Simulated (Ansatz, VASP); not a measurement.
# HgTe: VASP beside Ansatz

INCAR

```
SYSTEM = HgTe
PREC = Accurate
ENCUT = 520
EDIFF = 1E-7
ISMEAR = 0
SIGMA = 0.15
LREAL = .False.
LASPH = .True.
NELM = 100
ALGO = Normal
ISIF = 2
LWAVE = .False.
LCHARG = .False.
GGA = PE
NBANDS = 16
```

KPOINTS

```
Automatic mesh
0
Gamma
  14 14 14
  0 0 0
```

File POSCAR:

```
HgTe
1.0
    0.0000000000      3.0334296391      3.6401155669
    3.0334296391      0.0000000000      3.6401155669
    3.0334296391      3.0334296391      0.0000000000
Hg Te
1 1
Direct
    0.0000000000      0.0000000000      0.0000000000
    0.7500000000      0.7500000000      0.7500000000
```

Input for Ansatz:

```yaml
crystal:
  lattice:
    - [0.0, 3.0334296391, 3.6401155669]
    - [3.0334296391, 0.0, 3.6401155669]
    - [3.0334296391, 3.0334296391, 0.0]
  atoms:
    - { symbol: Hg, position: [0.0, 0.0, 0.0] }
    - { symbol: Te, position: [0.75, 0.75, 0.75] }
basis:
  ecutwfc: 420
kpoints:
  mp_grid: { grid: [14, 14, 14] }
hamiltonian:
  xc: pbe
scf:
  occupations: { method: gaussian, width: 0.15 }
output:
  forces: true
  stress: true
  eigenvalues: true
```

Alike in both runs: task single point; functional PBE; k mesh 14 × 14 × 14; occupations gaussian, width 0.15 eV; no spin polarisation.

```csv
,VASP,Ansatz
version,VASP 6.6.1,Ansatz 0.2.0
potentials or method,"VASP PAW PBE potentials, release 64 (Hg, Te), cutoff 520 eV","scalar-relativistic, plane waves, PAW"
valence electrons in the cell,18,36
```

|  | VASP | Ansatz | Ansatz less VASP |
| --- | --- | --- | --- |
| gap on the k mesh at the Fermi level (eV) | none | none | - |
| pressure (GPa) | 3.6 | 3.5 | -0.09 |
| traceless stress, the component that is largest in VASP (GPa) | -2.20 | -2.19 | +0.002 |

A gap of «none» marks a metal or a gap that the smearing closes. With one functional, cell and mesh, what is left measures potentials, basis and numerics. VASP's potentials hold 18 valence electrons a cell and Ansatz's 36, so a difference there can come from the potentials and not from the codes.

Spin-orbit coupling is off throughout.
